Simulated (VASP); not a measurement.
Write the native input for VASP 6.6.1 that does the following.

```yaml
Task: single point
Functional: PBE
Potentials_or_basis: VASP PAW PBE potentials, release 64 (Tl_d, Ge_d, H)
Cutoff: 520 eV
k_mesh: 6 × 6 × 2
Occupations: gaussian, width 0.1 eV
Spin: no spin polarisation
Dipole_correction: no
Further_INCAR_settings: ALGO = Normal; EDIFF = 1e-06; NBANDS = 43
```

The structure of Tl3Ge2H lies in POSCAR:

```
Tl3Ge2H
1.0
    3.5610209800      0.0000000000      0.0000000000
    0.0000000000      3.5610209800      0.0000000000
    0.0000000000      0.0000000000     10.7814728500
Tl Ge H
3 2 1
Direct
    0.0000000000      0.0000000000      0.8390681100
    0.0000000000      0.0000000000      0.1609318900
    0.0000000000      0.0000000000      0.5000000000
    0.5000000000      0.5000000000      0.3248246900
    0.5000000000      0.5000000000      0.6751753100
    0.5000000000      0.5000000000      0.0000000000
```

One way to write it, as run:

INCAR

```
PREC = Accurate ; ENCUT = 520
EDIFF = 1E-6 ; ISMEAR = 0
SIGMA = 0.1 ; LREAL = False
LASPH = True ; NELM = 100
ALGO = Normal ; ISIF = 2
LWAVE = False ; LCHARG = True
GGA = PE ; LELF = True
LVHAR = True ; NBANDS = 43
```

KPOINTS

```
Automatic mesh
0
Gamma
  6 6 2
```

Potentials or basis: VASP PAW PBE potentials, release 64 (Tl_d, Ge_d, H).

Run with:

```console
$ cat potpaw_PBE.64/Tl_d/POTCAR potpaw_PBE.64/Ge_d/POTCAR potpaw_PBE.64/H/POTCAR > POTCAR
$ mpirun -np 1 vasp_std > vasp.out
```

It gave:

```json
{
 "Pressure": "1.2 GPa",
 "Largest force": "0.983 eV/Å",
 "Band gap on the k mesh": "zero (band 34 reaches 6.83 eV, above the bottom of band 35 at 4.09 eV)"
}
```

Caveat: spin-orbit coupling is left out, which moves the levels of the heavy elements.

It took 80 s on 1 thread of Intel(R) Xeon(R) Platinum 8375C CPU @ 2.90GHz (Ice Lake) (shared host), peak memory 0.3 GiB.
